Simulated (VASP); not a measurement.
The system is HfB.

```
CELL_PARAMETERS angstrom
0.00000 2.31000 2.31000
2.31000 0.00000 2.31000
2.31000 2.31000 0.00000
ATOMIC_POSITIONS crystal
Hf 0.50000 0.50000 0.50000
B 0.00000 0.00000 0.00000
```

| Item | Value |
| --- | --- |
| Program | VASP 6.6.1 |
| Task | relaxation of cell and atoms |
| Functional | PBE-based screened hybrid with 25 % exact exchange |
| Potentials or basis | VASP PAW PBE potentials, release 64 (Hf_pv, B) |
| Cutoff | 600 eV |
| k mesh | 5 × 5 × 5 |
| Occupations | fermi-dirac, width 0.05 eV |
| Spin | no spin polarisation |

At the start: pressure 29.2 GPa; volume 12.33 Å³/atom.

How do energy, volume and symmetry change on relaxing?

Over 17 steps the energy falls by 136.8 meV/atom and the volume is 13.98 Å³/atom (+13.5 %); space group Fm-3m (No. 225, to 0.1 Å) before and after.

Step by step:
| step | energy change (eV) | largest force (eV/Å) | pressure (GPa) | volume (Å³) |
| --- | --- | --- | --- | --- |
| 1 | 0.0000 | 0.0000 | 29.23 | 24.65 |
| 2 | 0.1962 | 0.0000 | -23.14 | 33.58 |
| 3 | -0.2730 | 0.0000 | -0.99 | 28.13 |
| 4 | -0.2735 | 0.0000 | -0.13 | 28.00 |
| 5 | -0.2735 | 0.0000 | 0.32 | 27.93 |
| 6 | -0.2735 | 0.0000 | 0.33 | 27.93 |
| 7 | -0.2735 | 0.0000 | 0.30 | 27.93 |
| 8 | -0.2735 | 0.0000 | 0.29 | 27.93 |
| 9 | -0.2735 | 0.0000 | 0.29 | 27.93 |
| 10 | -0.2735 | 0.0000 | 0.29 | 27.93 |
| 11 | -0.2735 | 0.0000 | 0.29 | 27.93 |
| 12 | -0.2735 | 0.0000 | 0.29 | 27.93 |
| 13 | -0.2735 | 0.0000 | 0.28 | 27.93 |
| 14 | -0.2735 | 0.0000 | 0.27 | 27.94 |
| 15 | -0.2735 | 0.0000 | 0.24 | 27.94 |
| 16 | -0.2735 | 0.0000 | 0.17 | 27.95 |
| 17 | -0.2735 | 0.0000 | 0.05 | 27.97 |

Final structure:
```
Hf B
1.0
     0.00000    2.40928    2.40928
     2.40928    0.00000    2.40928
     2.40928    2.40928    0.00000
Hf B
1 1
Direct
  0.50000 0.50000 0.50000
  0.00000 0.00000 0.00000
```

Caveat: the k points lie up to 0.45 Å⁻¹ apart in the final cell, too coarse for converged energies and pressures of a metal; the PAW data sets were made with another functional, which shifts forces and pressure a little; an odd number of electrons without spin polarisation forces a metal; a magnetic or distorted state may lie lower.
